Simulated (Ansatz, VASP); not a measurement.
## Two plane-wave programs on MgH2

POSCAR

```
MgH2
1.0
    0.0000000000      2.3867900932      2.3867900932
    2.3867900932      0.0000000000      2.3867900932
    2.3867900932      2.3867900932      0.0000000000
Mg H
1 2
Direct
    0.0000000000      0.0000000000      0.0000000000
    0.7500000000      0.7500000000      0.7500000000
    0.2500000000      0.2500000000      0.2500000000
```

The input INCAR.step1:

```
  PREC = Accurate
  ENCUT = 520
  ISMEAR = 0
  SIGMA = 0.1
  LREAL = False
  LASPH = True
  NELM = 80
  NBANDS = 9
  GGA = PE
  ALGO = Normal
  EDIFF = 1E-4
  LWAVE = True
  LCHARG = False
```

The input INCAR.step2:

```
  PREC = Accurate
  ENCUT = 520
  EDIFF = 1E-6
  ISMEAR = 0
  SIGMA = 0.1
  LREAL = False
  LASPH = True
  NELM = 80
  ALGO = Normal
  ISIF = 2
  LWAVE = False
  LCHARG = False
  METAGGA = R2SCAN
  LMIXTAU = True
  NBANDS = 9
  ISTART = 1
```

Contents of KPOINTS:

```
Automatic mesh
0
Gamma
  16 16 16
```

Input for Ansatz:

```yaml
crystal:
  lattice:
    - [0.0, 2.3867900932, 2.3867900932]
    - [2.3867900932, 0.0, 2.3867900932]
    - [2.3867900932, 2.3867900932, 0.0]
  atoms:
    - { symbol: Mg, position: [0.0, 0.0, 0.0] }
    - { symbol: H, position: [0.75, 0.75, 0.75] }
    - { symbol: H, position: [0.25, 0.25, 0.25] }
basis:
  ecutwfc: 500
kpoints:
  mp_grid: { grid: [16, 16, 16] }
hamiltonian:
  xc: r2scan
scf:
  occupations: { method: gaussian, width: 0.1 }
output:
  forces: true
  stress: true
  eigenvalues: true
```

Alike in both runs: task single point; functional r2SCAN; k mesh 16 × 16 × 16; occupations gaussian, width 0.1 eV; no spin polarisation.

```csv
,VASP,Ansatz
version,VASP 6.6.1,Ansatz 0.2.0
potentials or method,"VASP PAW PBE potentials, release 64 (Mg, H), cutoff 520 eV","scalar-relativistic, plane waves, PAW"
valence electrons in the cell,4,12
```

```csv
,VASP,Ansatz,Ansatz less VASP
gap on the k mesh at the Fermi level (eV),none,none,-
pressure (GPa),-2.4,-1.8,+0.60
```

VASP's potentials were made for PBE, not for r2SCAN. A gap of «none» marks a metal or a gap that the smearing closes. VASP's potentials hold 4 valence electrons a cell and Ansatz's 12, so a difference there can come from the potentials and not from the codes.
